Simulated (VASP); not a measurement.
Crystal: CdO.

```
Cd O
1.0
     0.00000    2.35300    2.35300
     2.35300    0.00000    2.35300
     2.35300    2.35300    0.00000
Cd O
1 1
Direct
  0.00000 0.00000 0.00000
  0.50000 0.50000 0.50000
```

Base run:

- Program: VASP 6.6.1
- Functional: PBE
- Potentials or basis: VASP PAW PBE potentials, release 64 (Cd_sv_GW, O)
- Cutoff: 700 eV
- k mesh: 10 × 10 × 10
- Occupations: fermi-dirac, width 0.02 eV
- Spin: no spin polarisation

Its results: band gap on the k mesh zero (bands 13 and 14 overlap by 0.42 eV); pressure 5.2 GPa.

Task: The run is repeated on the same cell with these changes: functional from PBE to r2SCAN; cutoff from 700 eV to 770 eV. What comes out?

Result: Band gap on the k mesh 0.10 eV (least direct gap 1.46 eV); pressure -0.4 GPa.

Caveats: semilocal functionals underestimate gaps, and a narrow one can read as zero; the cell stands under pressure (at least some runs); the PAW data sets were made with another functional, which shifts forces and pressure a little (at least some runs).

A k mesh can miss the band edges.
